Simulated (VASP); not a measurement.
Here is a VASP 6.6.1 calculation.

File POSCAR:

```
Ir
1.0
    0.0000000000      1.9221589938      1.9221589938
    1.9221589938      0.0000000000      1.9221589938
    1.9221589938      1.9221589938      0.0000000000
Ir
1
Direct
    0.0000000000      0.0000000000      0.0000000000
```

The input INCAR.step1:

```
ALGO = Normal
EDIFF = 1E-5
ENCUT = 620
GGA = PE
GGA_COMPAT = F
ISMEAR = 0
LASPH = T
LCHARG = F
LREAL = F
LWAVE = T
NBANDS = 14
NELM = 120
PREC = Accurate
SIGMA = 0.05
```

The input INCAR.step2:

```
ALGO = Normal
EDIFF = 1E-6
ENCUT = 620
GGA_COMPAT = F
ISIF = 2
ISMEAR = 0
ISTART = 1
LASPH = T
LCHARG = F
LMIXTAU = T
LREAL = F
LWAVE = F
METAGGA = R2SCAN
NBANDS = 14
NELM = 120
PREC = Accurate
SIGMA = 0.05
```

The input KPOINTS:

```
k-points
0
Gamma
  18 18 18
```

Potentials or basis: VASP PAW PBE potentials, release 64 (Ir_sv_GW).

Command:

```console
$ cat potpaw_PBE.64/Ir_sv_GW/POTCAR > POTCAR
$ cp INCAR.step1 INCAR
$ mpirun -np 1 vasp_std > vasp.out
$ cp INCAR.step2 INCAR
$ mpirun -np 1 vasp_std > vasp.out
```

Q: Estimate the band gap on the k mesh.

A: Zero (an odd number of electrons rules out a gap without spin polarisation).

Q: Predict the pressure.

A: -1.0 GPa.

Caveat: the PAW data sets were made with another functional, which shifts forces and pressure a little; spin-orbit coupling is left out, which moves the levels of the heavy elements.
